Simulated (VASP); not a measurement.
# MgI2 (P-3m1) in VASP: further runs

The runs below take MgI2 through single point, with PBE+D3(BJ).

Everything below comes from runs of VASP 6.6.1. Logs are shortened: lines on timing, memory, paths and dates and some standing lists are left out, and cuts for length are marked.

### 1 The cell of the first run

Symmetry: P-3m1, No. 164, trigonal system. Conventional cell: a = 4.124 Å, b = 4.124 Å, c = 6.834 Å, α = 90.00°, β = 90.00°, γ = 120.00°. Within 3.8 Å of Mg (site symmetry -3m) lie 6 I at 2.91 Å. Within 3.8 Å of I (site symmetry 3m) lie 3 Mg at 2.91 Å.

### 2 Single point, PBE+D3(BJ)

Contents of INCAR:

```
SYSTEM = MgI2
ALGO = Normal ; EDIFF = 1E-6
ENCUT = 520 ; GGA = PE
ISIF = 2 ; ISMEAR = 0
IVDW = 12 ; LASPH = .True.
LCHARG = .False. ; LREAL = .False.
LWAVE = .False. ; NBANDS = 15
NELM = 80 ; PREC = Accurate
SIGMA = 0.02
```

Contents of KPOINTS:

```
k-points
0
Gamma
  6 6 4
  0 0 0
```

Contents of POSCAR:

```
MgI2
1.0
    4.1241541023      0.0000000000      0.0000000000
   -2.0620770511      3.5716222217      0.0000000000
    0.0000000000      0.0000000000      6.8341755616
Mg I
1 2
Direct
    0.0000000000      0.0000000000      0.0000000000
    0.3333333333      0.6666666667      0.7546424225
    0.6666666667      0.3333333333      0.2453575775
```

Potentials or basis: VASP PAW PBE potentials, release 64 (Mg, I).

Started as:

```console
> cat potpaw_PBE.64/Mg/POTCAR potpaw_PBE.64/I/POTCAR > POTCAR
> mpirun -np 1 vasp_std > vasp.out
```

OUTCAR:

```text
SYSTEM = MgI2
   EDIFF = 1E-6
   ENCUT = 520
   GGA = PE
   ISIF = 2
   ISMEAR = 0
   IVDW = 12
   LASPH = .True.
   LREAL = .False.
   NELM = 80
   PREC = Accurate
 IVDW          = 12

 ion  position               nearest neighbor table
   1  0.000  0.000  0.000-   2 2.91   3 2.91   2 2.91   3 2.91   3 2.91   2 2.91
   2  0.333  0.667  0.755-   1 2.91   1 2.91   1 2.91
   3  0.667  0.333  0.245-   1 2.91   1 2.91   1 2.91

  LATTYP: Found a hexagonal cell.
 ALAT       =     4.1241541023
 C/A-ratio  =     1.6571096501

  Lattice vectors:

 A1 = (   4.1241541023,   0.0000000000,   0.0000000000)
 A2 = (  -2.0620770511,   3.5716222217,   0.0000000000)
 A3 = (   0.0000000000,   0.0000000000,   6.8341755616)

Analysis of symmetry for initial positions (statically):
=====================================================================
 Subroutine PRICEL returns:
 Original cell was already a primitive cell.

 Routine SETGRP: Setting up the symmetry group for a
 hexagonal supercell.

 Subroutine GETGRP returns: Found 12 space group operations
 (whereof 12 operations were pure point group operations)
 out of a pool of 24 trial point group operations.

The static configuration has the point symmetry D_3d.

Analysis of symmetry for dynamics (positions and initial velocities):
=====================================================================
 Subroutine PRICEL returns:
 Original cell was already a primitive cell.

 Routine SETGRP: Setting up the symmetry group for a
 hexagonal supercell.

 Subroutine GETGRP returns: Found 12 space group operations
 (whereof 12 operations were pure point group operations)
 out of a pool of 24 trial point group operations.

The dynamic configuration has the point symmetry D_3d.

 Subroutine INISYM returns: Found 12 space group operations
 (whereof 12 operations are pure point group operations),
 and found     1 'primitive' translations

----------------------------------------------------------------------------------------

                                     Primitive cell

  volume of cell :     100.6669

  direct lattice vectors                    reciprocal lattice vectors
     4.124154102  0.000000000  0.000000000     0.242473966  0.139992409  0.000000000
    -2.062077051  3.571622222  0.000000000     0.000000000  0.279984819  0.000000000
     0.000000000  0.000000000  6.834175562     0.000000000  0.000000000  0.146323429

  length of vectors
[... 93 lines left out ...]
   PSTRESS=    0.0 pullay stress
   NELECT =      16.0000    total number of electrons
   NUPDOWN=      -1.0000    fix difference up-down
   EMIN   =  10.00;   EMAX   =-10.00  energy-range for DOS
   EFERMI =   0.00;   METHOD = LEGACY
   ISMEAR =     0;   SIGMA  =   0.02  broadening in eV -4-tet -1-fermi 0-gaus
   EFERMI_NEDOS =   21; number of points for ismear=-14 and -15
   IALGO  =     38    algorithm
   IMIX   =      4    mixing-type and parameters
     AMIX     =   0.40;   BMIX     =  1.00
     AMIX_MAG =   1.60;   BMIX_MAG =  1.00
  volume/ion in A,a.u.               =      33.56       226.44
  Fermi-wavevector in a.u.,A,eV,Ry     =   0.886787  1.675784 10.699501  0.786391
  Thomas-Fermi vector in A             =   2.007999
   LORBIT       =      0    0 simple, 1 ext, 2 COOP (PROOUT), +10 PAW based schemes
   GGA     = PE    functional components
   LHFCALC =     F    Hartree Fock is set to
   AEXX    =    0.0000 exact exchange contribution
   IVDW    =    12    specifies the selected vdW correction
   LEPSILON=     F    determine dielectric tensor
   LRPA    =     F    only Hartree local field effects (RPA)
 non-spin polarized calculation
 Gauss-broadening in eV      SIGMA  =   0.02
  energy-cutoff  :      520.00
  volume of cell :      100.67
 maximum number of plane-waves:      2743
 NGX is ok and might be reduce to    32
   NGX = 15   NGY = 15   NGZ = 25

 number of electron      16.0000000 magnetization

 Free energy of the ion-electron system (eV)
  ---------------------------------------------------
  ext. energy  EPLUGINS =         0.00000000
  ---------------------------------------------------
  free energy    TOTEN  =        -7.68012468 eV

  energy without entropy =       -7.68012468  energy(sigma->0) =       -7.68012468

 E-fermi :   2.6282     XC(G=0):  -8.3016

 val. band max:        2.4847929850   @ k =   0.0000   0.0000   0.0000
 cond. band min:       6.0082408318   @ k =   0.5000  -0.0000   0.2500
 fundamental gap:      3.5234478468
 Fermi energy:         2.6282142062

 k-point     1 :       0.0000    0.0000    0.0000
  band No.  band energies     occupation
      1      -9.6499      2.00000
      2      -8.9203      2.00000
      3      -1.1542      2.00000
      4       2.0531      2.00000
      5       2.0531      2.00000
      6       2.4415      2.00000
      7       2.4415      2.00000
      8       2.4848      2.00000
      9       6.2345      0.00000
     10       7.2913      0.00000
     11       9.2342      0.00000
     12       9.2342      0.00000
     13       9.9253      0.00000
     14      10.6658      0.00000
[... 401 lines left out ...]
      2      -8.7251      2.00000
      3      -0.7110      2.00000
      4      -0.3425      2.00000
      5      -0.3425      2.00000
      6       0.1986      2.00000
      7       1.9214      2.00000
      8       1.9214      2.00000
      9       7.3094      0.00000
     10       8.1840      0.00000
     11       8.1840      0.00000
     12       9.7595      0.00000
     13      10.8802      0.00000
     14      11.1463      0.00000
     15      11.3699      0.00000

------------------------ aborting loop because EDIFF is reached ----------------------------------------

 Edisp (eV)   -0.94599

 E8    (eV) :    -0.4234

  FORCE on cell =-STRESS in cart. coord.  units (eV):
  Direction    XX          YY          ZZ          XY          YZ          ZX
  --------------------------------------------------------------------------------------
  -------------------------------------------------------------------------------------
  Total      -0.02651    -0.02651    -0.03341    -0.00000     0.00000    -0.00000
  in kB      -0.42187    -0.42187    -0.53166    -0.00000     0.00000    -0.00000
  external pressure =       -0.46 kB  Pullay stress =        0.00 kB

 VOLUME and BASIS-vectors are now :
 -----------------------------------------------------------------------------
  energy-cutoff  :      520.00
  volume of cell :      100.67
      direct lattice vectors                 reciprocal lattice vectors
     4.124154102  0.000000000  0.000000000     0.242473966  0.139992409  0.000000000
    -2.062077051  3.571622222  0.000000000     0.000000000  0.279984819  0.000000000
     0.000000000  0.000000000  6.834175562     0.000000000  0.000000000  0.146323429

 POSITION                                       TOTAL-FORCE (eV/Angst)
 -----------------------------------------------------------------------------------
      0.00000      0.00000      0.00000         0.000000      0.000000      0.000000
     -0.00000      2.38108      5.15736         0.000000     -0.000000      0.006805
      2.06208      1.19054      1.67682        -0.000000      0.000000     -0.006805
 -----------------------------------------------------------------------------------
    total drift:                               -0.000000      0.000000      0.000000

  FREE ENERGIE OF THE ION-ELECTRON SYSTEM (eV)
  ---------------------------------------------------
  free  energy   TOTEN  =        -8.6261159190 eV

  energy  without entropy=       -8.6261159190  energy(sigma->0) =       -8.62611592
```

stdout:

```text
POSCAR found type information on POSCAR MgI
 POSCAR found :  2 types and       3 ions
 scaLAPACK will be used
 LDA part: xc-table for (Slater+PW92), standard interpolation
 POSCAR, INCAR and KPOINTS ok, starting setup
 FFT: planning ... GRIDC
 FFT: planning ... GRID_SOFT
 FFT: planning ... GRID
 WAVECAR not read
 entering main loop
```

It took 21 s on 1 thread of Intel Xeon Platinum 8375C at 2.90GHz (Ice Lake), shared host; peak memory 0.24 GiB.

Results:

```
Free energy                : -8.6261 eV
Pressure                   : 0.0 GPa
Largest force              : 0.007 eV/Å
Band gap on the k mesh     : 3.52 eV, indirect (least direct gap 3.75 eV)
Dispersion energy per atom : -0.315 eV
```

Forces in eV/Å, atoms in the order of the input:
```
Mg   0.000  0.000  0.000
I    0.000  0.000  0.007
I    0.000  0.000 -0.007
```

Levels at points of the mesh, in eV from the valence-band top:
```csv
k point,band 6,band 7,band 8,band 9,band 10,band 11
"(0.00, 0.00, 0.00)",-0.04,-0.04,0.00,3.75,4.81,6.75
"(0.50, 0.00, 0.00)",-1.39,-0.96,-0.45,3.65,5.32,5.44
"(0.00, 0.00, 0.50)",-0.32,-0.16,-0.16,4.74,4.90,6.56
"(0.50, 0.00, 0.50)",-1.15,-0.84,-0.72,3.54,5.17,5.63
```

Caveat: spin-orbit coupling is left out, which moves the levels of the heavy elements. Expect the measured gap to be larger: semilocal functionals such as PBE lack the derivative discontinuity.

### 3 Single point, PBE+D3(BJ)

This run uses another cell than the first one, of 34.18 Å³/atom, 1.019 times its volume.

Contents of INCAR:

```
SYSTEM = MgI2
ALGO = Normal
EDIFF = 1E-6
ENCUT = 520
GGA = PE
ISIF = 2
ISMEAR = 0
IVDW = 12
LASPH = .True.
LCHARG = .True.
LELF = .True.
LREAL = .False.
LVHAR = .True.
LWAVE = .False.
NBANDS = 15
NELM = 100
PREC = Accurate
SIGMA = 0.1
```

KPOINTS is that of step 2.

Contents of POSCAR:

```
MgI2
1.0
    4.1537001214      0.0000000000      0.0000000000
   -2.0768500607      3.5972098248      0.0000000000
    0.0000000000      0.0000000000      6.8620000000
Mg I
1 2
Direct
    0.0000000000      0.0000000000      0.0000000000
    0.3333333333      0.6666666667      0.7576300000
    0.6666666667      0.3333333333      0.2423700000
```

Potentials or basis: VASP PAW PBE potentials, release 64 (Mg, I).

Started as:

```console
> cat potpaw_PBE.64/Mg/POTCAR potpaw_PBE.64/I/POTCAR > POTCAR
> mpirun -np 1 vasp_std > vasp.out
```

It took 20 s on 1 thread of Intel Xeon Platinum 8375C at 2.90GHz (Ice Lake), shared host; peak memory 0.24 GiB.

It converged, with:

- Free energy: -8.6234 eV
- Pressure: -0.3 GPa
- Largest force: 0.029 eV/Å
- Band gap on the k mesh: 3.51 eV, indirect (least direct gap 3.69 eV)
- Dispersion energy per atom: -0.309 eV

Forces in eV/Å, atoms in the order of the input:
```
Mg   0.000  0.000  0.000
I    0.000  0.000 -0.029
I    0.000  0.000  0.029
```

Stress tensor (GPa, compression positive):
```
-0.43  0.00  0.00
 0.00 -0.43  0.00
 0.00  0.00 -0.07
```

Levels at points of the mesh, in eV from the valence-band top:
| k point | band 6 | band 7 | band 8 | band 9 | band 10 | band 11 |
| --- | --- | --- | --- | --- | --- | --- |
| (0.00, 0.00, 0.00) | -0.09 | -0.09 | 0.00 | 3.69 | 4.75 | 6.67 |
| (0.50, 0.00, 0.00) | -1.41 | -0.92 | -0.47 | 3.61 | 5.31 | 5.50 |
| (0.00, 0.00, 0.50) | -0.38 | -0.20 | -0.20 | 4.63 | 4.84 | 6.49 |
| (0.50, 0.00, 0.50) | -1.14 | -0.81 | -0.71 | 3.52 | 5.20 | 5.67 |

Caveat: spin-orbit coupling is left out, which moves the levels of the heavy elements. A k mesh can miss the band edges.
